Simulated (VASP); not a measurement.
# Ge (Im-3m) in VASP: notebook

Runs on Ge. Level: PBE. Tasks: single point, relaxation of cell and atoms.

Program: VASP 6.6.1. These are calculated values, not measurements. Logs are shortened: lines on timing, memory, paths and dates and some standing lists are left out, and cuts for length are marked.

## Step 1: The cell of the first run

It takes space group Im-3m (No. 229, cubic). The conventional cell has a = 3.365 Å, b = 3.365 Å, c = 3.365 Å, α = 90.00°, β = 90.00°, γ = 90.00°. Ge (site symmetry m-3m) has 14 Ge at 2.91 to 3.36 Å within 3.8 Å.

## Step 2: Single point, PBE

INCAR reads:

```
SYSTEM = Ge
  ALGO = Normal
  EDIFF = 1E-6
  ENCUT = 520
  GGA = PE
  ISIF = 2
  ISMEAR = -1
  LASPH = .TRUE.
  LCHARG = .FALSE.
  LREAL = .FALSE.
  LWAVE = .FALSE.
  NBANDS = 13
  NELM = 100
  PREC = Accurate
  SIGMA = 0.05
```

KPOINTS reads:

```
k-points
0
G
  9 9 9
  0 0 0
```

POSCAR reads:

```
Ge
1.0
   -1.6823942476      1.6823942476      1.6823942476
    1.6823942476     -1.6823942476      1.6823942476
    1.6823942476      1.6823942476     -1.6823942476
Ge
1
Direct
    0.0000000000      0.0000000000      0.0000000000
```

Potentials or basis: VASP PAW PBE potentials, release 64 (Ge_d).

Launch:

```sh
cat potpaw_PBE.64/Ge_d/POTCAR > POTCAR
mpirun -np 1 vasp_std > vasp.out
```

OUTCAR:

```text
SYSTEM = Ge
   EDIFF = 1E-6
   ENCUT = 520
   GGA = PE
   ISIF = 2
   ISMEAR = -1
   LASPH = .TRUE.
   LREAL = .FALSE.
   NELM = 100
   PREC = Accurate

 ion  position               nearest neighbor table
   1  0.000  0.000  0.000-

  LATTYP: Found a body centered cubic cell.
 ALAT       =     3.3647884952

  Lattice vectors:

 A1 = (  -1.6823942476,   1.6823942476,   1.6823942476)
 A2 = (   1.6823942476,  -1.6823942476,   1.6823942476)
 A3 = (   1.6823942476,   1.6823942476,  -1.6823942476)

Analysis of symmetry for initial positions (statically):
=====================================================================
 Subroutine PRICEL returns:
 Original cell was already a primitive cell.

 Routine SETGRP: Setting up the symmetry group for a
 body centered cubic supercell.

 Subroutine GETGRP returns: Found 48 space group operations
 (whereof 48 operations were pure point group operations)
 out of a pool of 48 trial point group operations.

The static configuration has the point symmetry O_h .

Analysis of symmetry for dynamics (positions and initial velocities):
=====================================================================
 Subroutine PRICEL returns:
 Original cell was already a primitive cell.

 Routine SETGRP: Setting up the symmetry group for a
 body centered cubic supercell.

 Subroutine GETGRP returns: Found 48 space group operations
 (whereof 48 operations were pure point group operations)
 out of a pool of 48 trial point group operations.

The dynamic configuration has the point symmetry O_h .

 Subroutine INISYM returns: Found 48 space group operations
 (whereof 48 operations are pure point group operations),
 and found     1 'primitive' translations

----------------------------------------------------------------------------------------

                                     Primitive cell

  volume of cell :      19.0477

  direct lattice vectors                    reciprocal lattice vectors
    -1.682394248  1.682394248  1.682394248     0.000000000  0.297195500  0.297195500
     1.682394248 -1.682394248  1.682394248     0.297195500  0.000000000  0.297195500
     1.682394248  1.682394248 -1.682394248     0.297195500  0.297195500  0.000000000

  length of vectors
     2.913992315  2.913992315  2.913992315     0.420297907  0.420297907  0.420297907

  position of ions in fractional coordinates (direct lattice)
     0.000000000  0.000000000  0.000000000

  ion indices of the primitive-cell ions
   primitive index   ion index
                 1           1

----------------------------------------------------------------------------------------

 KPOINTS: k-points

Automatic generation of k-mesh.
 Grid dimensions read from file:
 generate k-points for:    9    9    9

 Generating k-lattice:

  Cartesian coordinates                     Fractional coordinates (reciprocal lattice)
     0.000000000  0.033021722  0.033021722     0.111111111  0.000000000  0.000000000
     0.033021722  0.000000000  0.033021722     0.000000000  0.111111111  0.000000000
     0.033021722  0.033021722  0.000000000     0.000000000  0.000000000  0.111111111

  Length of vectors
     0.046699767  0.046699767  0.046699767

  Shift w.r.t. Gamma in fractional coordinates (k-lattice)
     0.000000000  0.000000000  0.000000000

 Subroutine IBZKPT returns following result:
 ===========================================

 Found     35 irreducible k-points:

 Following reciprocal coordinates:
            Coordinates               Weight
  0.000000  0.000000  0.000000      1.000000
  0.111111  0.000000  0.000000     12.000000
  0.222222  0.000000  0.000000     12.000000
  0.333333  0.000000  0.000000     12.000000
  0.444444  0.000000  0.000000     12.000000
  0.111111  0.111111  0.000000     24.000000
[... 16 lines left out ...]
 -0.333333  0.444444  0.111111     48.000000
 -0.444444 -0.444444  0.111111     24.000000
 [... further k-points ...]
   k-points           NKPTS =     35   k-points in BZ     NKDIM =     35   number of bands    NBANDS=     13
   number of dos      NEDOS =    301   number of ions     NIONS =      1
   total plane-waves  NPLWV =  13824
   dimension x,y,z NGX =    24 NGY =   24 NGZ =   24
   dimension x,y,z NGXF=    48 NGYF=   48 NGZF=   48
   ions per type =               1
   NGX,Y,Z   is equivalent  to a cutoff of  13.69, 13.69, 13.69 a.u.
   NGXF,Y,Z  is equivalent  to a cutoff of  27.38, 27.38, 27.38 a.u.
 SYSTEM =  Ge
   PREC   = accura    normal or accurate (medium, high low for compatibility)
   ISTART =      0    job   : 0-new  1-cont  2-samecut
   ICHARG =      2    charge: 1-file 2-atom 10-const
   ISPIN  =      1    spin polarized calculation?
   LNONCOLLINEAR =      F non collinear calculations
   LSORBIT =      F    spin-orbit coupling
   LASPH  =      T    aspherical Exc in radial PAW
   ENCUT  =  520.0 eV  38.22 Ry    6.18 a.u.   5.42  5.42  5.42*2*pi/ulx,y,z
   NELM   =    100;   NELMIN=  2; NELMDL= -5     # of ELM steps
   EDIFF  = 0.1E-05   stopping-criterion for ELM
   LREAL  =      F    real-space projection
   EDIFFG = 0.1E-04   stopping-criterion for IOM
   NSW    =      0    number of steps for IOM
   IBRION =     -1    ionic relax: 0-MD 1-quasi-New 2-CG
   NFREE  =      0    steps in history (QN), initial steepest desc. (CG)
   ISIF   =      2    stress and relaxation
   ISYM   =      2    0-nonsym 1-usesym 2-fastsym
   POTIM  = 0.5000    time-step for ionic-motion
   TEBEG  =    0.0;   TEEND  =   0.0 temperature during run
   PSTRESS=    0.0 pullay stress
   NELECT =      14.0000    total number of electrons
   NUPDOWN=      -1.0000    fix difference up-down
   EMIN   =  10.00;   EMAX   =-10.00  energy-range for DOS
   EFERMI =   0.00;   METHOD = LEGACY
   ISMEAR =    -1;   SIGMA  =   0.05  broadening in eV -4-tet -1-fermi 0-gaus
   EFERMI_NEDOS =   21; number of points for ismear=-14 and -15
   IALGO  =     38    algorithm
   IMIX   =      4    mixing-type and parameters
     AMIX     =   0.40;   BMIX     =  1.00
     AMIX_MAG =   1.60;   BMIX_MAG =  1.00
  volume/ion in A,a.u.               =      19.05       128.54
  Fermi-wavevector in a.u.,A,eV,Ry     =   1.477417  2.791913 29.698263  2.182761
  Thomas-Fermi vector in A             =   2.591824
   LORBIT       =      0    0 simple, 1 ext, 2 COOP (PROOUT), +10 PAW based schemes
   GGA     = PE    functional components
   LHFCALC =     F    Hartree Fock is set to
   AEXX    =    0.0000 exact exchange contribution
   IVDW    =     0    specifies the selected vdW correction
   LEPSILON=     F    determine dielectric tensor
   LRPA    =     F    only Hartree local field effects (RPA)
 non-spin polarized calculation
  energy-cutoff  :      520.00
  volume of cell :       19.05
 maximum number of plane-waves:       531
 NGX is ok and might be reduce to    24
   NGX = 11   NGY = 11   NGZ = 11

 number of electron      14.0000000 magnetization

 Free energy of the ion-electron system (eV)
  ---------------------------------------------------
  ext. energy  EPLUGINS =         0.00000000
  ---------------------------------------------------
  free energy    TOTEN  =        -4.19462604 eV

  energy without entropy =       -4.19007104  energy(sigma->0) =       -4.19234854

 E-fermi :   6.5290     XC(G=0): -11.2575

 val. band max:        6.3972871284   @ k =  -0.4444   0.4444   0.4444
 cond. band min:       6.5993129530   @ k =  -0.3333   0.4444   0.2222
 fundamental gap:      0.2020258247
 Fermi energy:         6.5290282916

 k-point     1 :       0.0000    0.0000    0.0000
  band No.  band energies     occupation
      1     -18.0892      2.00000
      2     -18.0892      2.00000
      3     -18.0892      2.00000
      4     -18.0054      2.00000
      5     -18.0054      2.00000
      6      -6.4014      2.00000
      7      15.7380      0.00000
      8      15.7380      0.00000
      9      15.7380      0.00000
     10      21.5548      0.00000
     11      21.5548      0.00000
     12      21.5548      0.00000
     13      23.5878      0.00000

 k-point     2 :       0.1111    0.0000    0.0000
  band No.  band energies     occupation
      1     -18.0926      2.00000
      2     -18.0847      2.00000
      3     -18.0737      2.00000
      4     -18.0090      2.00000
      5     -18.0058      2.00000
      6      -6.0778      2.00000
      7      13.4983      0.00000
      8      14.7026      0.00000
      9      15.4279      0.00000
     10      19.8674      0.00000
     11      19.9359      0.00000
     12      22.3591      0.00000
     13      22.9451      0.00000

 k-point     3 :       0.2222    0.0000    0.0000
  band No.  band energies     occupation
      1     -18.1011      2.00000
      2     -18.0767      2.00000
      3     -18.0344      2.00000
      4     -18.0156      2.00000
      5     -18.0067      2.00000
      6      -5.1082      2.00000
      7       9.4686      0.00000
      8      13.0481      0.00000
      9      14.6618      0.00000
     10      17.9697      0.00000
     11      18.1947      0.00000
     12      22.4432      0.00000
     13      23.9045      0.00000
[... 305 lines left out ...]
 k-point    23 :      -0.3333    0.4444    0.1111
  band No.  band energies     occupation
      1     -18.0842      2.00000
      2     -18.0635      2.00000
      3     -18.0287      2.00000
      4     -18.0176      2.00000
      5     -17.9759      2.00000
      6      -1.6477      2.00000
      7       4.5225      2.00000
      8       7.7295      0.00000
      9      12.6220      0.00000
     10      17.0302      0.00000
     11      18.5633      0.00000
     12      22.6742      0.00000
     13      24.0760      0.00000

 k-point    24 :      -0.4444   -0.4444    0.1111
  band No.  band energies     occupation
      1     -18.0862      2.00000
      2     -18.0663      2.00000
      3     -18.0330      2.00000
      4     -18.0106      2.00000
      5     -17.9639      2.00000
      6       0.0060      2.00000
      7       2.3292      2.00000
      8       7.3450      0.00000
      9      12.4856      0.00000
     10      17.1946      0.00000
     11      19.5022      0.00000
     12      20.8943      0.00000
     13      23.4964      0.00000

 [... further k-points ...]

------------------------ aborting loop because EDIFF is reached ----------------------------------------

  FORCE on cell =-STRESS in cart. coord.  units (eV):
  Direction    XX          YY          ZZ          XY          YZ          ZX
  --------------------------------------------------------------------------------------
  -------------------------------------------------------------------------------------
  Total       -0.0084408     -0.0084408     -0.0084408     -0.0000000      0.0000000      0.0000000
  in kB       -0.7099876     -0.7099876     -0.7099876     -0.0000000      0.0000000      0.0000000
  external PRESSURE =      -0.7099876 kB  Pullay stress =       0.0000000 kB

 VOLUME and BASIS-vectors are now :
 -----------------------------------------------------------------------------
  energy-cutoff  :      520.00
  volume of cell :       19.05
      direct lattice vectors                 reciprocal lattice vectors
    -1.682394248  1.682394248  1.682394248     0.000000000  0.297195500  0.297195500
     1.682394248 -1.682394248  1.682394248     0.297195500  0.000000000  0.297195500
     1.682394248  1.682394248 -1.682394248     0.297195500  0.297195500  0.000000000

 POSITION                                       TOTAL-FORCE (eV/Angst)
 -----------------------------------------------------------------------------------
      0.00000      0.00000      0.00000         0.000000     -0.000000      0.000000
 -----------------------------------------------------------------------------------
    total drift:                                0.000000      0.000000     -0.000000

  FREE ENERGIE OF THE ION-ELECTRON SYSTEM (eV)
  ---------------------------------------------------
  free  energy   TOTEN  =        -4.1946260428 eV

  energy  without entropy=       -4.1900710362  energy(sigma->0) =       -4.19234854
```

Wall time 3.1 s (1 thread of Intel Xeon 6975P-C (Granite Rapids), shared host); peak memory 0.14 GiB.

Results:

```yaml
Free_energy: -4.1946 eV
Pressure: -0.1 GPa
Band_gap_on_the_k_mesh: zero (band 7 reaches 15.74 eV, above the bottom of band 8 at 3.70 eV)
```

## Step 3: Relaxation of cell and atoms, PBE

INCAR reads:

```
PREC = Accurate ; ENCUT = 600
EDIFF = 1E-7 ; ISMEAR = -1
SIGMA = 0.05 ; LREAL = False
LASPH = True ; NELM = 60
ALGO = Normal ; ISIF = 3
LWAVE = False ; LCHARG = False
GGA = PE ; IBRION = 2
NSW = 60 ; EDIFFG = -0.03
```

KPOINTS reads:

```
regular mesh
0
Gamma
  9 9 9
```

POSCAR is that of step 2.

Potentials or basis: VASP PAW PBE potentials, release 64 (Ge_d).

Launch:

```sh
cat potpaw_PBE.64/Ge_d/POTCAR > POTCAR
mpirun -np 1 vasp_std > vasp.out
```

Wall time 3.6 s (1 thread of Intel Xeon 6975P-C (Granite Rapids), shared host); peak memory 0.13 GiB.

It converged, with:

- Free energy: -4.1947 eV
- Pressure after relaxing: 0.1 GPa
- Band gap on the k mesh: zero (band 7 reaches 15.74 eV, above the bottom of band 8 at 3.70 eV)

Final structure:
```yaml
crystal:
  lattice:
    - [-1.68239, 1.68239, 1.68239]
    - [1.68239, -1.68239, 1.68239]
    - [1.68239, 1.68239, -1.68239]
  atoms:
    - { symbol: Ge, position: [0.00000, 0.00000, 0.00000] }
```

Levels at points of the mesh, in eV from the Fermi level:
| k point | band 3 | band 4 | band 5 | band 6 | band 7 | band 8 | band 9 | band 10 | band 11 |
| --- | --- | --- | --- | --- | --- | --- | --- | --- | --- |
| (0.00, 0.00, 0.00) | -24.62 | -24.53 | -24.53 | -12.93 | 9.21 | 9.21 | 9.21 | 15.03 | 15.03 |

Caveat: the relaxation stopped at its first step, so nothing moved.
